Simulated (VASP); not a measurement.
# Ba2Au (I4/mmm) in VASP: notebook

Runs on Ba2Au. Level: PBE. Tasks: single point.

Everything below comes from runs of VASP 6.6.1. Logs are shortened: lines on timing, memory, paths and dates and some standing lists are left out, and cuts for length are marked.

## Step 1: The cell of the first run

The structure is tetragonal, space group I4/mmm (No. 139). The conventional cell has a = 4.938 Å, b = 4.938 Å, c = 8.098 Å, α = 90.00°, β = 90.00°, γ = 90.00°. Within 2.0 Å of Ba (site symmetry 4mm) lie 1 Ba at 1.51 Å. Au (site symmetry 4/mmm) has 10 Ba at 3.30 to 3.57 Å within 4.3 Å.

## Step 2: Single point, PBE

The input, INCAR:

```
PREC = Accurate
ENCUT = 520
EDIFF = 1E-7
ISMEAR = 0
SIGMA = 0.1
LREAL = F
LASPH = T
NELM = 60
ALGO = Normal
ISIF = 2
LWAVE = F
LCHARG = T
GGA = PE
LELF = T
LVHAR = T
NBANDS = 22
```

The input, KPOINTS:

```
regular mesh
0
Gamma
  6 6 6
```

The input, POSCAR:

```
Ba2Au
1.0
   -2.4688414949      2.4688414949      4.0491539171
    2.4688414949     -2.4688414949      4.0491539171
    2.4688414949      2.4688414949     -4.0491539171
Ba Au
2 1
Direct
    0.5930000000      0.5930000000      0.0000000000
    0.4070000000      0.4070000000      0.0000000000
    0.0000000000      0.0000000000      0.0000000000
```

Potentials or basis: VASP PAW PBE potentials, release 64 (Ba_sv, Au).

On the command line:

```
> cat potpaw_PBE.64/Ba_sv/POTCAR potpaw_PBE.64/Au/POTCAR > POTCAR
> mpirun -np 1 vasp_std > vasp.out
```

OUTCAR:

```text
PREC = Accurate
   ENCUT = 520
   EDIFF = 1E-7
   ISMEAR = 0
   LREAL = F
   LASPH = T
   NELM = 60
   ISIF = 2
   GGA = PE

 ion  position               nearest neighbor table
   1  0.593  0.593  0.000-   2 1.51   3 3.30   3 3.57   3 3.57   3 3.57   3 3.57   2 4.32   2 4.32
                             2 4.32   2 4.32
   2  0.407  0.407  0.000-   1 1.51   3 3.30   3 3.57   3 3.57   3 3.57   3 3.57   1 4.32   1 4.32
                             1 4.32   1 4.32
   3  0.000  0.000  0.000-   1 3.30   2 3.30   1 3.57   2 3.57   1 3.57   1 3.57   1 3.57   2 3.57
                             2 3.57   2 3.57

 -----------------------------------------------------------------------------
|                                                                             |
|           W    W    AA    RRRRR   N    N  II  N    N   GGGG   !!!           |
|           W    W   A  A   R    R  NN   N  II  NN   N  G    G  !!!           |
|           W    W  A    A  R    R  N N  N  II  N N  N  G       !!!           |
|           W WW W  AAAAAA  RRRRR   N  N N  II  N  N N  G  GGG   !            |
|           WW  WW  A    A  R   R   N   NN  II  N   NN  G    G                |
|           W    W  A    A  R    R  N    N  II  N    N   GGGG   !!!           |
|                                                                             |
|     The distance between some ions is very small. Please check the          |
|     nearest-neighbor list in the OUTCAR file.                               |
|     I HOPE YOU KNOW WHAT YOU ARE DOING!                                     |
|                                                                             |
 -----------------------------------------------------------------------------

  LATTYP: Found a body centered tetragonal cell.
 ALAT       =     4.9376829898
 C/A-ratio  =     1.6401028278

  Lattice vectors:

 A1 = (  -2.4688414949,   2.4688414949,   4.0491539171)
 A2 = (   2.4688414949,  -2.4688414949,   4.0491539171)
 A3 = (   2.4688414949,   2.4688414949,  -4.0491539171)

Analysis of symmetry for initial positions (statically):
=====================================================================
 Subroutine PRICEL returns:
 Original cell was already a primitive cell.

 Routine SETGRP: Setting up the symmetry group for a
 body centered tetragonal supercell.

 Subroutine GETGRP returns: Found 16 space group operations
 (whereof 16 operations were pure point group operations)
 out of a pool of 16 trial point group operations.

The static configuration has the point symmetry D_4h.

Analysis of symmetry for dynamics (positions and initial velocities):
=====================================================================
 Subroutine PRICEL returns:
 Original cell was already a primitive cell.

 Routine SETGRP: Setting up the symmetry group for a
 body centered tetragonal supercell.

 Subroutine GETGRP returns: Found 16 space group operations
 (whereof 16 operations were pure point group operations)
 out of a pool of 16 trial point group operations.

The dynamic configuration has the point symmetry D_4h.

 Subroutine INISYM returns: Found 16 space group operations
 (whereof 16 operations are pure point group operations),
 and found     1 'primitive' translations

----------------------------------------------------------------------------------------

                                     Primitive cell

  volume of cell :      98.7213

  direct lattice vectors                    reciprocal lattice vectors
    -2.468841495  2.468841495  4.049153917     0.000000000  0.202524140  0.123482587
     2.468841495 -2.468841495  4.049153917     0.202524140  0.000000000  0.123482587
     2.468841495  2.468841495 -4.049153917     0.202524140  0.202524140  0.000000000

  length of vectors
     5.346588080  5.346588080  5.346588080     0.237200288  0.237200288  0.286412385

  position of ions in fractional coordinates (direct lattice)
     0.593000000  0.593000000  0.000000000
     0.407000000  0.407000000  0.000000000
     0.000000000  0.000000000  0.000000000

  ion indices of the primitive-cell ions
   primitive index   ion index
                 1           1
                 2           2
                 3           3

----------------------------------------------------------------------------------------

 KPOINTS: regular mesh

Automatic generation of k-mesh.
 Grid dimensions read from file:
 generate k-points for:    6    6    6

 Generating k-lattice:

  Cartesian coordinates                     Fractional coordinates (reciprocal lattice)
     0.000000000  0.033754023  0.020580431     0.166666667  0.000000000 -0.000000000
     0.033754023  0.000000000  0.020580431     0.000000000  0.166666667 -0.000000000
     0.033754023  0.033754023  0.000000000     0.000000000  0.000000000  0.166666667

  Length of vectors
     0.039533381  0.039533381  0.047735398

  Shift w.r.t. Gamma in fractional coordinates (k-lattice)
     0.000000000  0.000000000  0.000000000

 Subroutine IBZKPT returns following result:
 ===========================================

 Found     30 irreducible k-points:

 Following reciprocal coordinates:
            Coordinates               Weight
  0.000000  0.000000  0.000000      1.000000
  0.166667  0.000000  0.000000      8.000000
  0.333333 -0.000000  0.000000      8.000000
  0.500000  0.000000 -0.000000      4.000000
  0.166667  0.166667  0.000000      8.000000
  0.333333  0.166667 -0.000000     16.000000
[... 16 lines left out ...]
 -0.333333 -0.333333  0.166667      8.000000
 -0.166667 -0.333333  0.166667      8.000000
 [... further k-points ...]
   k-points           NKPTS =     30   k-points in BZ     NKDIM =     30   number of bands    NBANDS=     22
   number of dos      NEDOS =    301   number of ions     NIONS =      3
   total plane-waves  NPLWV =  64000
   dimension x,y,z NGX =    40 NGY =   40 NGZ =   40
   dimension x,y,z NGXF=    80 NGYF=   80 NGZF=   80
   ions per type =               2   1
   NGX,Y,Z   is equivalent  to a cutoff of  12.44, 12.44, 12.44 a.u.
   NGXF,Y,Z  is equivalent  to a cutoff of  24.88, 24.88, 24.88 a.u.
 SYSTEM =  unknown system
   PREC   = accura    normal or accurate (medium, high low for compatibility)
   ISTART =      0    job   : 0-new  1-cont  2-samecut
   ICHARG =      2    charge: 1-file 2-atom 10-const
   ISPIN  =      1    spin polarized calculation?
   LNONCOLLINEAR =      F non collinear calculations
   LSORBIT =      F    spin-orbit coupling
   LASPH  =      T    aspherical Exc in radial PAW
   ENCUT  =  520.0 eV  38.22 Ry    6.18 a.u.   9.94  9.94  9.94*2*pi/ulx,y,z
   NELM   =     60;   NELMIN=  2; NELMDL= -5     # of ELM steps
   EDIFF  = 0.1E-06   stopping-criterion for ELM
   LREAL  =      F    real-space projection
   EDIFFG = 0.1E-05   stopping-criterion for IOM
   NSW    =      0    number of steps for IOM
   IBRION =     -1    ionic relax: 0-MD 1-quasi-New 2-CG
   NFREE  =      0    steps in history (QN), initial steepest desc. (CG)
   ISIF   =      2    stress and relaxation
   ISYM   =      2    0-nonsym 1-usesym 2-fastsym
   POTIM  = 0.5000    time-step for ionic-motion
   TEBEG  =    0.0;   TEEND  =   0.0 temperature during run
   PSTRESS=    0.0 pullay stress
   NELECT =      31.0000    total number of electrons
   NUPDOWN=      -1.0000    fix difference up-down
   EMIN   =  10.00;   EMAX   =-10.00  energy-range for DOS
   EFERMI =   0.00;   METHOD = LEGACY
   ISMEAR =     0;   SIGMA  =   0.10  broadening in eV -4-tet -1-fermi 0-gaus
   EFERMI_NEDOS =   21; number of points for ismear=-14 and -15
   IALGO  =     38    algorithm
   IMIX   =      4    mixing-type and parameters
     AMIX     =   0.40;   BMIX     =  1.00
     AMIX_MAG =   1.60;   BMIX_MAG =  1.00
  volume/ion in A,a.u.               =      32.91       222.07
  Fermi-wavevector in a.u.,A,eV,Ry     =   1.112735  2.102765 16.846457  1.238180
  Thomas-Fermi vector in A             =   2.249313
   LORBIT       =      0    0 simple, 1 ext, 2 COOP (PROOUT), +10 PAW based schemes
   GGA     = PE    functional components
   LHFCALC =     F    Hartree Fock is set to
   AEXX    =    0.0000 exact exchange contribution
   IVDW    =     0    specifies the selected vdW correction
   LEPSILON=     F    determine dielectric tensor
   LRPA    =     F    only Hartree local field effects (RPA)
 non-spin polarized calculation
 Gauss-broadening in eV      SIGMA  =   0.10
  energy-cutoff  :      520.00
  volume of cell :       98.72
 maximum number of plane-waves:      2677
   NGX = 19   NGY = 19   NGZ = 19

 number of electron      31.0000000 magnetization

 Free energy of the ion-electron system (eV)
  ---------------------------------------------------
  ext. energy  EPLUGINS =         0.00000000
  ---------------------------------------------------
  free energy    TOTEN  =        69.71923366 eV

  energy without entropy =       69.73453527  energy(sigma->0) =       69.72688446

 E-fermi :   2.8920     XC(G=0):  -9.2179

 val. band max:        2.8908615220   @ k =  -0.1667  -0.3333   0.1667
 cond. band min:       2.9442814120   @ k =   0.1667   0.1667   0.1667
 fundamental gap:      0.0534198901
 Fermi energy:         2.8919668654

 k-point     1 :       0.0000    0.0000    0.0000
  band No.  band energies     occupation
      1     -40.3105      2.00000
      2     -21.9057      2.00000
      3     -17.5575      2.00000
      4     -17.5575      2.00000
      5     -15.3664      2.00000
      6      -7.5616      2.00000
[... 14 lines left out ...]
     21       7.4256      0.00000
     22       7.4256      0.00000

 k-point     2 :       0.1667    0.0000    0.0000
  band No.  band energies     occupation
      1     -40.3102      2.00000
      2     -21.9145      2.00000
      3     -17.5710      2.00000
      4     -17.5613      2.00000
      5     -15.3325      2.00000
      6      -7.5450      2.00000
[... 14 lines left out ...]
     21       7.4974      0.00000
     22       7.9608      0.00000

 k-point     3 :       0.3333   -0.0000    0.0000
  band No.  band energies     occupation
      1     -40.3098      2.00000
      2     -21.9320      2.00000
      3     -17.5972      2.00000
      4     -17.5691      2.00000
      5     -15.2656      2.00000
      6      -7.5080      2.00000
[... 14 lines left out ...]
     21       7.8986      0.00000
     22       9.2607      0.00000

 k-point     4 :       0.5000    0.0000   -0.0000
  band No.  band energies     occupation
      1     -40.3096      2.00000
      2     -21.9406      2.00000
      3     -17.6098      2.00000
      4     -17.5730      2.00000
      5     -15.2327      2.00000
      6      -7.4874      2.00000
[... 14 lines left out ...]
     21       8.4855      0.00000
     22       9.7128      0.00000

 k-point     5 :       0.1667    0.1667    0.0000
  band No.  band energies     occupation
      1     -40.3100      2.00000
      2     -21.9282      2.00000
      3     -17.5802      2.00000
      4     -17.5720      2.00000
      5     -15.2826      2.00000
      6      -7.5163      2.00000
[... 14 lines left out ...]
     21       7.0106      0.00000
     22       7.5958      0.00000

 k-point     6 :       0.3333    0.1667   -0.0000
  band No.  band energies     occupation
      1     -40.3096      2.00000
      2     -21.9406      2.00000
      3     -17.5994      2.00000
      4     -17.5808      2.00000
      5     -15.2325      2.00000
      6      -7.4700      2.00000
[... 14 lines left out ...]
     21       8.0010      0.00000
     22       8.7837      0.00000

 k-point     7 :       0.5000    0.1667   -0.0000
  band No.  band energies     occupation
      1     -40.3095      2.00000
      2     -21.9394      2.00000
      3     -17.6092      2.00000
      4     -17.5794      2.00000
      5     -15.2319      2.00000
      6      -7.5211      2.00000
[... 324 lines left out ...]
      6      -7.5947      2.00000
[... 14 lines left out ...]
     21       7.2171      0.00000
     22       8.1951      0.00000

 k-point    21 :      -0.3333    0.5000    0.1667
  band No.  band energies     occupation
      1     -40.3094      2.00000
      2     -21.9533      2.00000
      3     -17.6073      2.00000
      4     -17.5845      2.00000
      5     -15.1953      2.00000
      6      -7.4777      2.00000
[... 14 lines left out ...]
     21       8.4671      0.00000
     22       8.7626      0.00000

 k-point    22 :      -0.1667    0.5000    0.1667
  band No.  band energies     occupation
      1     -40.3095      2.00000
      2     -21.9502      2.00000
      3     -17.6045      2.00000
      4     -17.5767      2.00000
      5     -15.2082      2.00000
      6      -7.4341      2.00000
[... 14 lines left out ...]
     21       9.0026      0.00000
     22       9.3974      0.00000

 k-point    23 :      -0.3333   -0.3333    0.1667
  band No.  band energies     occupation
      1     -40.3096      2.00000
      2     -21.9556      2.00000
      3     -17.5887      2.00000
      4     -17.5861      2.00000
      5     -15.1964      2.00000
      6      -7.3978      2.00000
[... 14 lines left out ...]
     21       7.6262      0.00000
     22       9.0042      0.00000

 k-point    24 :      -0.1667   -0.3333    0.1667
  band No.  band energies     occupation
      1     -40.3099      2.00000
      2     -21.9431      2.00000
      3     -17.5821      2.00000
      4     -17.5728      2.00000
      5     -15.2400      2.00000
      6      -7.4317      2.00000
[... 14 lines left out ...]
     21       7.9923      0.00000
     22       8.0180      0.00000

 [... further k-points ...]

------------------------ aborting loop because EDIFF is reached ----------------------------------------

  FORCE on cell =-STRESS in cart. coord.  units (eV):
  Direction    XX          YY          ZZ          XY          YZ          ZX
  --------------------------------------------------------------------------------------
  -------------------------------------------------------------------------------------
  Total       -6.4339221     -6.4339221    337.9985545      0.0000000     -0.0000000      0.0000000
  in kB     -104.4180760   -104.4180760   5485.4812150      0.0000000     -0.0000000      0.0000000
  external PRESSURE =    1758.8816876 kB  Pullay stress =       0.0000000 kB

 VOLUME and BASIS-vectors are now :
 -----------------------------------------------------------------------------
  energy-cutoff  :      520.00
  volume of cell :       98.72
      direct lattice vectors                 reciprocal lattice vectors
    -2.468841495  2.468841495  4.049153917     0.000000000  0.202524140  0.123482587
     2.468841495 -2.468841495  4.049153917     0.202524140  0.000000000  0.123482587
     2.468841495  2.468841495 -4.049153917     0.202524140  0.202524140  0.000000000

 POSITION                                       TOTAL-FORCE (eV/Angst)
 -----------------------------------------------------------------------------------
      0.00000      0.00000      4.80230        -0.000000     -0.000000    226.881580
      0.00000      0.00000      3.29601         0.000000      0.000000   -226.881580
      0.00000      0.00000      0.00000        -0.000000     -0.000000     -0.000000
 -----------------------------------------------------------------------------------
    total drift:                                0.000000     -0.000000      0.000000

  FREE ENERGIE OF THE ION-ELECTRON SYSTEM (eV)
  ---------------------------------------------------
  free  energy   TOTEN  =        69.7192336580 eV

  energy  without entropy=       69.7345352676  energy(sigma->0) =       69.72688446
```

It took 95 s on 1 thread of AMD EPYC 7R43 (Zen 3), shared host; peak memory 0.23 GiB.

What came out:

```yaml
Free_energy: 69.7192 eV
Pressure: 175.9 GPa
Largest_force: 226.882 eV/Å
Band_gap_on_the_k_mesh: zero (an odd number of electrons rules out a gap without spin polarisation)
```

Forces on the atoms (eV/Å):
```
Ba     0.000    0.000  226.882
Ba     0.000    0.000 -226.882
Au     0.000    0.000    0.000
```

Caveat: atoms lie so close that the PAW spheres overlap strongly, which falsifies energies and pressures; the cell stands under pressure; spin-orbit coupling is left out, which moves the levels of the heavy elements; forces of over 1 eV/Å act on the atoms, so gaps and moduli don't describe the material at rest.

## Step 3: Single point, PBE

This run uses another cell than the first one, of 41.61 Å³/atom.

The input, INCAR:

```
SYSTEM = Ba2Au
PREC = Accurate
ENCUT = 520
EDIFF = 1E-6
ISMEAR = 0
SIGMA = 0.1
LREAL = .FALSE.
LASPH = .TRUE.
NELM = 80
ALGO = Fast
ISIF = 2
LWAVE = .FALSE.
LCHARG = .FALSE.
GGA = PE
NBANDS = 22
```

The input, KPOINTS:

```
Automatic mesh
0
G
  6 6 6
  0 0 0
```

The input, POSCAR:

```
Ba2Au
1.0
   -2.0417336393      2.0417336393      7.4855985697
    2.0417336393     -2.0417336393      7.4855985697
    2.0417336393      2.0417336393     -7.4855985697
Ba Au
2 1
Direct
    0.6250471071      0.6250471071      0.0000000000
    0.3749528929      0.3749528929      0.0000000000
    0.0000000000      0.0000000000      0.0000000000
```

Potentials or basis: VASP PAW PBE potentials, release 64 (Ba_sv, Au).

On the command line:

```
> cat potpaw_PBE.64/Ba_sv/POTCAR potpaw_PBE.64/Au/POTCAR > POTCAR
> mpirun -np 1 vasp_std > vasp.out
```

It took 5 min on 1 thread of AMD EPYC 7R43 (Zen 3), shared host; peak memory 0.46 GiB.

The run converged. Its results:

```yaml
Free_energy: -8.5238 eV
Pressure: 0.3 GPa
Largest_force: 0.073 eV/Å
Band_gap_on_the_k_mesh: zero (an odd number of electrons rules out a gap without spin polarisation)
```

Forces on the atoms (eV/Å):
```
Ba   0.000  0.000  0.073
Ba   0.000  0.000 -0.073
Au   0.000  0.000  0.000
```

Levels at points of the mesh, in eV from the Fermi level:
| k point | band 13 | band 14 | band 15 | band 16 | band 17 | band 18 |
| --- | --- | --- | --- | --- | --- | --- |
| (0.00, 0.00, 0.00) | -4.06 | -4.06 | -1.25 | -0.36 | 0.55 | 1.17 |
| (0.50, 0.00, 0.00) | -3.97 | -3.06 | -1.16 | 0.16 | 0.56 | 1.54 |
| (0.50, 0.50, 0.00) | -3.71 | -2.96 | -0.78 | -0.78 | -0.27 | 1.04 |
| (0.50, 0.50, 0.50) | -4.05 | -4.05 | -2.11 | 0.71 | 0.85 | 1.02 |

Caveat: spin-orbit coupling is left out, which moves the levels of the heavy elements.
